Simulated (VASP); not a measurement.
Input of a VASP 6.6.1 run:

The input INCAR:

```
SYSTEM = MnO
PREC     = Accurate       ! precision mode
ENCUT    = 700            ! plane-wave cutoff, eV
EDIFF    = 1E-6           ! SCF threshold, eV
ISMEAR   = -1             ! smearing method
SIGMA    = 0.05           ! smearing width, eV
LREAL    = .FALSE.        ! projectors in reciprocal space
LASPH    = .TRUE.         ! aspherical terms in the spheres
NELM     = 200            ! most SCF steps
ALGO     = Normal         ! electronic algorithm
ISIF     = 2              ! what is computed and relaxed
LWAVE    = .FALSE.        ! write WAVECAR
LCHARG   = .FALSE.        ! write CHGCAR
ISPIN    = 2              ! spin polarisation
MAGMOM   = 2 0            ! initial moments
LORBIT   = 11             ! projections on sites
NUPDOWN  = 2.0            ! fixed moment
LMAXMIX  = 4              ! l up to which the mixer works
GGA      = PE             ! functional
NBANDS   = 22             ! bands
GGA_COMPAT= .FALSE.
```

Contents of KPOINTS:

```
regular mesh
0
G
  9 9 9
  0 0 0
```

The input POSCAR:

```
MnO
1.0
    0.0000000000      2.2220003300      2.2220003300
    2.2220003300      0.0000000000      2.2220003300
    2.2220003300      2.2220003300      0.0000000000
Mn O
1 1
Direct
    0.0000000000      0.0000000000      0.0000000000
    0.5000000000      0.5000000000      0.5000000000
```

Potentials or basis: VASP PAW PBE potentials, release 64 (Mn_sv, O).

Run with:

```sh
$ cat potpaw_PBE.64/Mn_sv/POTCAR potpaw_PBE.64/O/POTCAR > POTCAR
$ mpirun -np 1 vasp_std > vasp.out
```

Task: What does it give for the pressure?

Result: -30.1 GPa.

Caveat: the cell stands under tension; the total moment is fixed, so each spin has its own Fermi level and the state may be an excited one; a cell with one magnetic atom can't hold antiferromagnetic order, which such compounds often take.
